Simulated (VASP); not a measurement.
# HW5C in VASP: relaxation of the atoms with PBEsol

Aim: the relaxation of the atoms of HW5C with PBEsol.

Everything below comes from runs of VASP 6.6.1. Logs are shortened: lines on timing, memory, paths and dates and some standing lists are left out, and cuts for length are marked.

## (1) The cell of the first run

The cell holds a slab with vacuum, 7 atoms: a = 3.154 Å, b = 3.154 Å, c = 26.409 Å, α = 90.00°, β = 90.00°, γ = 90.00°.

## (2) Relaxation of the atoms, PBEsol

File INCAR:

```
PREC = Accurate
ENCUT = 520
EDIFF = 1E-6
ISMEAR = 0
SIGMA = 0.1
LREAL = False
LASPH = True
NELM = 100
ALGO = Fast
ISIF = 2
LWAVE = False
LCHARG = False
LDIPOL = True
IDIPOL = 3
DIPOL = 0.5 0.5 0.504
GGA = PS
IBRION = 2
NSW = 90
EDIFFG = -0.03
```

File KPOINTS:

```
Automatic mesh
0
Gamma
  9 9 1
```

File POSCAR:

```
HW5C
1.0
    3.1543602775      0.0000000000      0.0000000000
    0.0000000000      3.1543602775      0.0000000000
    0.0000000000      0.0000000000     26.4087205550
W C H
5 1 1
Selective dynamics
Direct
    0.5000000000      0.5000000000      0.3218633778  F F F
    0.0000000000      0.0000000000      0.3815853221  F F F
    0.5000000000      0.5000000000      0.4400043843  T T T
    0.0000000000      0.0000000000      0.5015068643  T T T
    0.5000000000      0.5000000000      0.5543933611  T T T
    0.5000000000      0.5000000000      0.6445151068  T T T
    0.5000000000      0.5000000000      0.6861680145  T T T
```

Potentials or basis: VASP PAW PBE potentials, release 64 (W_sv, C, H).

The run is started by

```sh
> cat potpaw_PBE.64/W_sv/POTCAR potpaw_PBE.64/C/POTCAR potpaw_PBE.64/H/POTCAR > POTCAR
> mpirun -np 1 vasp_std > vasp.out
```

OUTCAR:

```text
PREC = Accurate
   ENCUT = 520
   EDIFF = 1E-6
   ISMEAR = 0
   LREAL = False
   LASPH = True
   NELM = 100
   ISIF = 2
   GGA = PS
   IBRION = 2
   NSW = 90
   EDIFFG = -0.03

 ion  position               nearest neighbor table
   1  0.500  0.500  0.322-   2 2.73   2 2.73   2 2.73   2 2.73   3 3.12
   2  0.000  0.000  0.382-   3 2.71   3 2.71   3 2.71   3 2.71   1 2.73   1 2.73   1 2.73   1 2.73
                             4 3.17
   3  0.500  0.500  0.440-   2 2.71   2 2.71   2 2.71   2 2.71   4 2.76   4 2.76   4 2.76   4 2.76
                             5 3.02   1 3.12
   4  0.000  0.000  0.502-   5 2.63   5 2.63   5 2.63   5 2.63   3 2.76   3 2.76   3 2.76   3 2.76
                             2 3.17
   5  0.500  0.500  0.554-   6 2.38   4 2.63   4 2.63   4 2.63   4 2.63   3 3.02
   6  0.500  0.500  0.645-   7 1.10   5 2.38
   7  0.500  0.500  0.686-   6 1.10

  LATTYP: Found a simple tetragonal cell.
 ALAT       =     3.1543602775
 C/A-ratio  =     8.3721319798

  Lattice vectors:

 A1 = (   3.1543602775,   0.0000000000,   0.0000000000)
 A2 = (   0.0000000000,   3.1543602775,   0.0000000000)
 A3 = (   0.0000000000,   0.0000000000,  26.4087205550)

Analysis of symmetry for initial positions (statically):
=====================================================================
 Subroutine PRICEL returns:
 Original cell was already a primitive cell.

 Routine SETGRP: Setting up the symmetry group for a
 simple tetragonal supercell.

 Subroutine GETGRP returns: Found  8 space group operations
 (whereof  8 operations were pure point group operations)
 out of a pool of 16 trial point group operations.

The static configuration has the point symmetry C_4v.

Analysis of symmetry for dynamics (positions and initial velocities):
=====================================================================
 Subroutine PRICEL returns:
 Original cell was already a primitive cell.

 Routine SETGRP: Setting up the symmetry group for a
 simple tetragonal supercell.

 Subroutine GETGRP returns: Found  8 space group operations
 (whereof  8 operations were pure point group operations)
 out of a pool of 16 trial point group operations.

The dynamic configuration has the point symmetry C_4v.

Analysis of constrained symmetry for selective dynamics:
=====================================================================
 Subroutine PRICEL returns:
 Original cell was already a primitive cell.

 Routine SETGRP: Setting up the symmetry group for a
 simple tetragonal supercell.

[... 137 lines left out ...]
 RMM-DIIS sequential band-by-band and
 Gauss-broadening in eV      SIGMA  =   0.10
  energy-cutoff  :      520.00
  volume of cell :      262.77
 maximum number of plane-waves:      7144
 NGX is ok and might be reduce to    24
   NGX = 11   NGY = 11   NGZ = 99

--------------------------------------- Ionic step        1  -------------------------------------------

 number of electron      75.0000001 magnetization

 Free energy of the ion-electron system (eV)
  ---------------------------------------------------
  ext. energy  EPLUGINS =         0.00000000
  ---------------------------------------------------
  free energy    TOTEN  =       -73.57371264 eV

  energy without entropy =      -73.54688733  energy(sigma->0) =      -73.56029998

------------------------ aborting loop because EDIFF is reached ----------------------------------------

  FORCE on cell =-STRESS in cart. coord.  units (eV):
  Direction    XX          YY          ZZ          XY          YZ          ZX
  --------------------------------------------------------------------------------------
  -------------------------------------------------------------------------------------
  Total       -6.5591433     -6.5591433     -9.3863947      0.0000000      0.0000000     -0.0000000
  in kB      -39.9933469    -39.9933469    -57.2320687      0.0000000      0.0000000     -0.0000000
  external PRESSURE =     -45.7395875 kB  Pullay stress =       0.0000000 kB
[... 104 lines left out ...]
  FREE ENERGIE OF THE ION-ELECTRON SYSTEM (eV)
  ---------------------------------------------------
  free  energy   TOTEN  =       -74.7733996701 eV

  energy  without entropy=      -74.7414189717  energy(sigma->0) =      -74.75740932

 vacuum level on the upper side and lower side of the slab       (xc-potential included)        -0.282        -0.039

 dipolmoment           0.000000      0.000000      0.040713 electrons x Angstroem

[... ionic steps 4 to 23 ...]

--------------------------------------- Ionic step       24  -------------------------------------------

 number of electron      75.0000001 magnetization

------------------------ aborting loop because EDIFF is reached ----------------------------------------
[... 77 lines left out ...]
--------------------------------------- Ionic step       26  -------------------------------------------

 number of electron      75.0000001 magnetization

 dipolmoment           0.000000      0.000000     -0.013432 electrons x Angstroem

 Free energy of the ion-electron system (eV)
  ---------------------------------------------------
  ext. energy  EPLUGINS =         0.00000000
  ---------------------------------------------------
  free energy    TOTEN  =       -75.43877916 eV

  energy without entropy =      -75.40521185  energy(sigma->0) =      -75.42199551

 E-fermi :   0.6401     XC(G=0):  -5.5595

 val. band max:        0.6279648102   @ k =   0.3333   0.2222   0.0000
 cond. band min:       0.6581464964   @ k =   0.2222   0.2222   0.0000
 fundamental gap:      0.0301816861
 Fermi energy:         0.6400966941

 k-point     1 :       0.0000    0.0000    0.0000
  band No.  band energies     occupation
      1     -73.2993      2.00000
      2     -73.2001      2.00000
      3     -73.0399      2.00000
      4     -72.8428      2.00000
      5     -72.6444      2.00000
      6     -37.7220      2.00000
[... 709 lines left out ...]
     44       4.0677      0.00000
     45       4.1679      0.00000

------------------------ aborting loop because EDIFF is reached ----------------------------------------

 vacuum level on the upper side and lower side of the slab       (xc-potential included)        -0.190         0.041

  FORCE on cell =-STRESS in cart. coord.  units (eV):
  Direction    XX          YY          ZZ          XY          YZ          ZX
  --------------------------------------------------------------------------------------
  -------------------------------------------------------------------------------------
  Total       -7.6510837     -7.6510837     -2.7826872      0.0000000     -0.0000000      0.0000000
  in kB      -46.6512820    -46.6512820    -16.9669984      0.0000000     -0.0000000      0.0000000
  external PRESSURE =     -36.7565208 kB  Pullay stress =       0.0000000 kB
[... 22 lines left out ...]
  FREE ENERGIE OF THE ION-ELECTRON SYSTEM (eV)
  ---------------------------------------------------
  free  energy   TOTEN  =       -75.4387791647 eV

  energy  without entropy=      -75.4052118474  energy(sigma->0) =      -75.42199551

 reached required accuracy - stopping structural energy minimisation

 vacuum level on the upper side and lower side of the slab         4.669         4.907
```

OSZICAR:

```text
N       E                     dE             d eps       ncg     rms          rms(c)
DAV:   1     0.858662066699E+03    0.85866E+03   -0.46452E+04  1718   0.156E+03
DAV:   2    -0.388077065309E+02   -0.89747E+03   -0.88298E+03  1555   0.479E+02
[... 353 lines left out ...]
       N       E                     dE             d eps       ncg     rms          rms(c)
DAV:   1    -0.754387487693E+02    0.67110E-05   -0.38214E-03  1476   0.623E-01    0.195E-02
RMM:   2    -0.754387783929E+02   -0.29624E-04   -0.34382E-04  1518   0.116E-01    0.129E-02
RMM:   3    -0.754388481458E+02   -0.69753E-04   -0.76286E-05  1519   0.407E-02    0.408E-02
RMM:   4    -0.754387789002E+02    0.69246E-04   -0.15056E-05  1387   0.178E-02    0.709E-03
RMM:   5    -0.754387791647E+02   -0.26455E-06   -0.66373E-06  1139   0.991E-03
  26 F= -.75438779E+02 E0= -.75421996E+02  d E =-.100390E-03
```

Wall time 87 min (1 thread of Oxide Virtual Turin-like, shared host); peak memory 0.41 GiB.

Results:

* Free energy: -75.4388 eV
* Energy gained by relaxing: 266.4 meV/atom
* Ionic steps: 26
* Band gap on the k mesh: zero (an odd number of electrons rules out a gap without spin polarisation)

Step by step:
| step | energy change (eV) | largest force on free atoms (eV/Å) | pressure (GPa) |
| --- | --- | --- | --- |
| 1 | 0.0000 | 5.7415 | -4.57 |
| 2 | -1.1243 | 4.0903 | -5.93 |
| 3 | -1.1997 | 3.6836 | -6.33 |
| 4 | -1.6510 | 2.3545 | -5.12 |
| 5 | -1.6555 | 2.0396 | -5.28 |
| 6 | -1.1712 | 10.2538 | -4.76 |
| 7 | -1.7449 | 1.0196 | -5.35 |
| 8 | -1.8134 | 0.6217 | -5.30 |
| 9 | -1.8210 | 0.4507 | -5.23 |
| 10 | -1.8254 | 0.5447 | -4.98 |
| 11 | -1.8265 | 0.4716 | -5.06 |
| 12 | -1.8319 | 0.3318 | -4.91 |
| 13 | -1.8333 | 0.3964 | -4.79 |
| 14 | -1.8386 | 0.2931 | -4.70 |
| 15 | -1.8502 | 0.3550 | -4.42 |
| 16 | -1.8528 | 0.7164 | -3.83 |
| 17 | -1.8553 | 0.4979 | -4.09 |
| 18 | -1.8587 | 0.2921 | -3.99 |
| 19 | -1.8605 | 0.2378 | -3.86 |
| 20 | -1.8622 | 0.1882 | -3.82 |
| 21 | -1.8644 | 0.0681 | -3.71 |
| 22 | -1.8646 | 0.1060 | -3.68 |
| 23 | -1.8648 | 0.0633 | -3.68 |
| 24 | -1.8650 | 0.0988 | -3.68 |
| 25 | -1.8650 | 0.0526 | -3.68 |
| 26 | -1.8651 | 0.0160 | -3.68 |

Final structure:
```
W C H
1.0
     3.15436    0.00000    0.00000
     0.00000    3.15436    0.00000
     0.00000    0.00000   26.40872
W C H
5 1 1
Direct
  0.50000 0.50000 0.32186
  0.00000 0.00000 0.38159
  0.50000 0.50000 0.44082
  0.00000 0.00000 0.50196
  0.50000 0.50000 0.56168
  0.50000 0.50000 0.63197
  0.50000 0.50000 0.67360
```

Caveat: the PAW data sets were made with another functional, which shifts forces and pressure a little; spin-orbit coupling is left out, which moves the levels of the heavy elements.
